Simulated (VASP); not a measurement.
Input of a VASP 6.6.1 run:

POSCAR

```
C
1.0
    0.0000000000     -1.7801161419     -1.7801161419
   -1.7801161419      0.0000000000     -1.7801161419
    1.7801161419      1.7801161419     -3.5602322838
C
4
Direct
    0.7532434864      0.7532434864      0.7402700124
    0.2467565136      0.2467565136      0.2597299876
    0.3717565136      0.3717565136      0.8847299876
    0.8782434864      0.8782434864      0.3652700124
```

INCAR.step1

```
SYSTEM = C
PREC = Accurate ; ENCUT = 520
ISMEAR = 0 ; SIGMA = 0.05
LREAL = .False. ; LASPH = .True.
NELM = 80 ; ISYM = 0
NBANDS = 16 ; GGA = PE
ALGO = Normal ; EDIFF = 1E-4
LWAVE = .True. ; LCHARG = .False.
```

The input INCAR.step2:

```
SYSTEM = C
PREC = Accurate ; ENCUT = 520
EDIFF = 1E-6 ; ISMEAR = 0
SIGMA = 0.05 ; LREAL = .False.
LASPH = .True. ; NELM = 80
ALGO = Normal ; ISIF = 2
LWAVE = .False. ; LCHARG = .False.
METAGGA = R2SCAN ; LMIXTAU = .True.
ISYM = 0 ; NBANDS = 16
ISTART = 1
```

KPOINTS

```
regular mesh
0
Gamma
  12 12 10
  0 0 0
```

Potentials or basis: VASP PAW PBE potentials, release 64 (C).

Run with:

```console
$ cat potpaw_PBE.64/C/POTCAR > POTCAR
$ cp INCAR.step1 INCAR
$ mpirun -np 1 vasp_std > vasp.out
$ cp INCAR.step2 INCAR
$ mpirun -np 1 vasp_std > vasp.out
```

Problem. What does it give for the largest force?

Solution. 2.931 eV/Å.

Problem. What does it give for the pressure?

Solution. 2.0 GPa.

Problem. What does it give for the band gap on the k mesh?

Solution. 4.13 eV.

Forces in eV/Å, atoms in the order of the input:
```
C    1.692  1.692 -1.692
C   -1.641 -1.641  1.641
C   -1.692 -1.692  1.692
C    1.641  1.641 -1.641
```

Caveat: the cell differs from its parent crystal (mode 4 frozen in at +0.000 Å and mode 9 at -0.040 Å (largest displacements)); the PAW data sets were made with another functional, which shifts forces and pressure a little. A k mesh can miss the band edges.
